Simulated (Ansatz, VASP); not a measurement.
# Ta: VASP beside Ansatz

```xyz
1
Lattice="-1.7605 1.6402 1.6402 1.7605 -1.6402 1.6402 1.7605 1.6402 -1.6402" Properties=species:S:1:pos:R:3 pbc="T T T"
Ta    0.0000    0.0000    0.0000
```

Change from the starting cell: normal strain along x +0.0733, normal strain along z +0.0000.

Alike in both runs: task single point; functional PBEsol; k mesh 20 × 20 × 20; occupations gaussian, width 0.15 eV; no spin polarisation.

```csv
,VASP,Ansatz
version,VASP 6.6.1,Ansatz 0.2.0
potentials or method,"VASP PAW PBE potentials, release 64 (Ta_pv), cutoff 520 eV","scalar-relativistic, plane waves, PAW"
valence electrons in the cell,11,13
```

```csv
,VASP,Ansatz,Ansatz less VASP
gap on the k mesh at the Fermi level (eV),none,none,-
pressure (GPa),-12.2,-12.3,-0.07
"traceless stress, the component that is largest in VASP (GPa)",-4.26,-4.26,+0.008
```

VASP's potentials were made for PBE, not for PBEsol, and Ansatz warns of the same on its side. A gap of «none» marks a metal or a gap that the smearing closes. VASP's potentials hold 11 valence electrons a cell and Ansatz's 13, so a difference there can come from the potentials and not from the codes.

Neither program's run includes spin-orbit coupling.
